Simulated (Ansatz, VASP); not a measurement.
**Au in VASP and in Ansatz**

```xyz
2
Lattice="2.9569 0.0000 0.0000 -1.4784 2.5607 0.0000 0.0000 0.0000 4.9757" Properties=species:S:1:pos:R:3 pbc="T T T"
Au    0.0000    1.7072    3.7318
Au    1.4784    0.8536    1.2439
```

Change from the starting cell: volume scaled by 1.06, PAW files.

Alike in both runs: task electric field gradients; functional LDA; k mesh 14 × 14 × 8; occupations fermi-dirac, width 0.03 eV; no spin polarisation.

```csv
,VASP,Ansatz
version,VASP 6.6.1,Ansatz 0.2.0
potentials or method,"VASP PAW LDA potentials, release 64 (Au_sv_GW)","PAW with Ansatz's default frozen-core files, scalar-relativistic"
plane-wave cutoff (eV),400,420
valence electrons in the cell,38,38
```

Ansatz gave:

* size of Vzz on the site where it differs most (V/Å²): 5.6

**Question.** What did VASP give for the same quantities?

**Answer.** Size of Vzz on the site where it differs most (V/Å²): 11.5.

LDA's correlation is that of Perdew and Zunger in VASP and of Perdew and Wang (1992) in Ansatz.

Neither program's run includes spin-orbit coupling.
